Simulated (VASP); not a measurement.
# Cs (I4_1/amd) in VASP: single point with LDA

Aim: the single point of Cs with LDA.

Everything below comes from runs of VASP 6.6.1. Logs are shortened: lines on timing, memory, paths and dates and some standing lists are left out, and cuts for length are marked.

### 1 The cell of the first run

Symmetry: I4_1/amd, No. 141, tetragonal system. Conventional cell: a = 5.208 Å, b = 5.208 Å, c = 19.569 Å, α = 90.00°, β = 90.00°, γ = 90.00°.

### 2 Single point, LDA (132.68 Å³/atom)

File INCAR:

```
SYSTEM = Cs
PREC = Accurate ; ENCUT = 520
EDIFF = 1E-6 ; ISMEAR = -1
SIGMA = 0.03 ; LREAL = .FALSE.
LASPH = .TRUE. ; NELM = 80
ALGO = Normal ; ISIF = 2
LWAVE = .FALSE. ; LCHARG = .TRUE.
GGA = CA ; LELF = .TRUE.
LVHAR = .TRUE. ; NBANDS = 16
```

File KPOINTS:

```
regular mesh
0
G
  9 9 9
  0 0 0
```

File POSCAR:

```
Cs
1.0
   -2.6039344366      2.6039344366      9.7842727390
    2.6039344366     -2.6039344366      9.7842727390
    2.6039344366      2.6039344366     -9.7842727390
Cs
2
Direct
    0.2500000000      0.7500000000      0.5000000000
    0.5000000000      0.5000000000      0.0000000000
```

Potentials or basis: VASP PAW LDA potentials, release 64 (Cs_sv).

On the command line:

```console
$ cat potpaw_LDA.64/Cs_sv/POTCAR > POTCAR
$ mpirun -np 1 vasp_std > vasp.out
```

OUTCAR:

```text
SYSTEM = Cs
   PREC = Accurate
   ENCUT = 520
   EDIFF = 1E-6
   ISMEAR = -1
   LREAL = .FALSE.
   LASPH = .TRUE.
   NELM = 80
   ISIF = 2
   GGA = CA

 ion  position               nearest neighbor table
   1  0.250  0.750  0.500-
   2  0.500  0.500  0.000-

  LATTYP: Found a body centered tetragonal cell.
 ALAT       =     5.2078688732
 C/A-ratio  =     3.7574958115

  Lattice vectors:

 A1 = (  -2.6039344366,   2.6039344366,   9.7842727390)
 A2 = (   2.6039344366,  -2.6039344366,   9.7842727390)
 A3 = (   2.6039344366,   2.6039344366,  -9.7842727390)

Analysis of symmetry for initial positions (statically):
=====================================================================
 Subroutine PRICEL returns:
 Original cell was already a primitive cell.

 Routine SETGRP: Setting up the symmetry group for a
 body centered tetragonal supercell.

 Subroutine GETGRP returns: Found 16 space group operations
 (whereof  8 operations were pure point group operations)
 out of a pool of 16 trial point group operations.

The static configuration has the point symmetry D_2d.
 The point group associated with its full space group is D_4h.

Analysis of symmetry for dynamics (positions and initial velocities):
=====================================================================
 Subroutine PRICEL returns:
 Original cell was already a primitive cell.

 Routine SETGRP: Setting up the symmetry group for a
 body centered tetragonal supercell.

 Subroutine GETGRP returns: Found 16 space group operations
 (whereof  8 operations were pure point group operations)
 out of a pool of 16 trial point group operations.

The dynamic configuration has the point symmetry D_2d.
 The point group associated with its full space group is D_4h.

 Subroutine INISYM returns: Found 16 space group operations
 (whereof  8 operations are pure point group operations),
 and found     1 'primitive' translations

----------------------------------------------------------------------------------------

                                     Primitive cell

  volume of cell :     265.3680

  direct lattice vectors                    reciprocal lattice vectors
    -2.603934437  2.603934437  9.784272739     0.000000000  0.192017123  0.051102418
[... 76 lines left out ...]
 SYSTEM =  Cs
   PREC   = accura    normal or accurate (medium, high low for compatibility)
   ISTART =      0    job   : 0-new  1-cont  2-samecut
   ICHARG =      2    charge: 1-file 2-atom 10-const
   ISPIN  =      1    spin polarized calculation?
   LNONCOLLINEAR =      F non collinear calculations
   LSORBIT =      F    spin-orbit coupling
   LASPH  =      T    aspherical Exc in radial PAW
   ENCUT  =  520.0 eV  38.22 Ry    6.18 a.u.  19.44 19.44 19.44*2*pi/ulx,y,z
   NELM   =     80;   NELMIN=  2; NELMDL= -5     # of ELM steps
   EDIFF  = 0.1E-05   stopping-criterion for ELM
   LREAL  =      F    real-space projection
   EDIFFG = 0.1E-04   stopping-criterion for IOM
   NSW    =      0    number of steps for IOM
   IBRION =     -1    ionic relax: 0-MD 1-quasi-New 2-CG
   NFREE  =      0    steps in history (QN), initial steepest desc. (CG)
   ISIF   =      2    stress and relaxation
   ISYM   =      2    0-nonsym 1-usesym 2-fastsym
   POTIM  = 0.5000    time-step for ionic-motion
   TEBEG  =    0.0;   TEEND  =   0.0 temperature during run
   PSTRESS=    0.0 pullay stress
   NELECT =      18.0000    total number of electrons
   NUPDOWN=      -1.0000    fix difference up-down
   EMIN   =  10.00;   EMAX   =-10.00  energy-range for DOS
   EFERMI =   0.00;   METHOD = LEGACY
   ISMEAR =    -1;   SIGMA  =   0.03  broadening in eV -4-tet -1-fermi 0-gaus
   EFERMI_NEDOS =   21; number of points for ismear=-14 and -15
   IALGO  =     38    algorithm
   IMIX   =      4    mixing-type and parameters
     AMIX     =   0.40;   BMIX     =  1.00
     AMIX_MAG =   1.60;   BMIX_MAG =  1.00
  volume/ion in A,a.u.               =     132.68       895.40
  Fermi-wavevector in a.u.,A,eV,Ry     =   0.667651  1.261677  6.064902  0.445758
  Thomas-Fermi vector in A             =   1.742323
   LORBIT       =      0    0 simple, 1 ext, 2 COOP (PROOUT), +10 PAW based schemes
   GGA     = CA    functional components
   LHFCALC =     F    Hartree Fock is set to
   AEXX    =    0.0000 exact exchange contribution
   IVDW    =     0    specifies the selected vdW correction
   LEPSILON=     F    determine dielectric tensor
   LRPA    =     F    only Hartree local field effects (RPA)
 non-spin polarized calculation
  energy-cutoff  :      520.00
  volume of cell :      265.37
 maximum number of plane-waves:      7205
 NGX is ok and might be reduce to    80
   NGX = 39   NGY = 39   NGZ = 39

 number of electron      18.0000000 magnetization

 Free energy of the ion-electron system (eV)
  ---------------------------------------------------
  ext. energy  EPLUGINS =         0.00000000
  ---------------------------------------------------
  free energy    TOTEN  =        -1.78519849 eV

  energy without entropy =       -1.77837995  energy(sigma->0) =       -1.78178922

 E-fermi :  -0.0314     XC(G=0):  -5.1723

 val. band max:       -0.0613897577   @ k =   0.2222   0.2222   0.1111
 cond. band min:      -0.0210807901   @ k =  -0.3333   0.3333   0.1111
 fundamental gap:      0.0403089676
 Fermi energy:        -0.0314102443

 k-point     1 :       0.0000    0.0000    0.0000
  band No.  band energies     occupation
      1     -23.9973      2.00000
      2     -23.9940      2.00000
      3     -10.8384      2.00000
      4     -10.7437      2.00000
      5     -10.7407      2.00000
      6     -10.7407      2.00000
[... 433 lines left out ...]
      3     -10.8420      2.00000
      4     -10.8414      2.00000
      5     -10.8364      2.00000
      6     -10.8357      2.00000
[... 8 lines left out ...]
     15       2.1689      0.00000
     16       2.1941      0.00000

 [... further k-points ...]
[... 5 lines left out ...]
  --------------------------------------------------------------------------------------
  -------------------------------------------------------------------------------------
  Total       -0.5489971     -0.5489971     -0.7468948      0.0000000      0.0000000      0.0000000
  in kB       -3.3146066     -3.3146066     -4.5094276      0.0000000      0.0000000      0.0000000
  external PRESSURE =      -3.7128803 kB  Pullay stress =       0.0000000 kB

 VOLUME and BASIS-vectors are now :
 -----------------------------------------------------------------------------
  energy-cutoff  :      520.00
  volume of cell :      265.37
      direct lattice vectors                 reciprocal lattice vectors
    -2.603934437  2.603934437  9.784272739     0.000000000  0.192017123  0.051102418
     2.603934437 -2.603934437  9.784272739     0.192017123  0.000000000  0.051102418
     2.603934437  2.603934437 -9.784272739     0.192017123  0.192017123  0.000000000

 POSITION                                       TOTAL-FORCE (eV/Angst)
 -----------------------------------------------------------------------------------
      2.60393     -0.00000      4.89214         0.000000     -0.000000     -0.000000
      0.00000      0.00000      9.78427        -0.000000      0.000000      0.000000
 -----------------------------------------------------------------------------------
    total drift:                                0.000000     -0.000000      0.000000

  FREE ENERGIE OF THE ION-ELECTRON SYSTEM (eV)
  ---------------------------------------------------
  free  energy   TOTEN  =        -1.7851984923 eV

  energy  without entropy=       -1.7783799520  energy(sigma->0) =       -1.78178922
```

stdout:

```text
POSCAR found type information on POSCAR Cs
 POSCAR found :  1 types and       2 ions
 scaLAPACK will be used
 LDA part: xc-table for (Slater(with rela. corr.)+CA(PZ))
 , standard interpolation
 POSCAR, INCAR and KPOINTS ok, starting setup
 FFT: planning ... GRIDC
 FFT: planning ... GRID_SOFT
 FFT: planning ... GRID
 WAVECAR not read
 entering main loop
```

Wall time 8.6 min (1 thread of Intel Xeon 6975P-C (Granite Rapids), shared host); peak memory 0.78 GiB.

What came out:

- Free energy: -1.7852 eV
- Pressure: -0.4 GPa
- Band gap on the k mesh: zero (bands 9 and 10 overlap by 1.56 eV)

Caveat: spin-orbit coupling is left out, which moves the levels of the heavy elements.
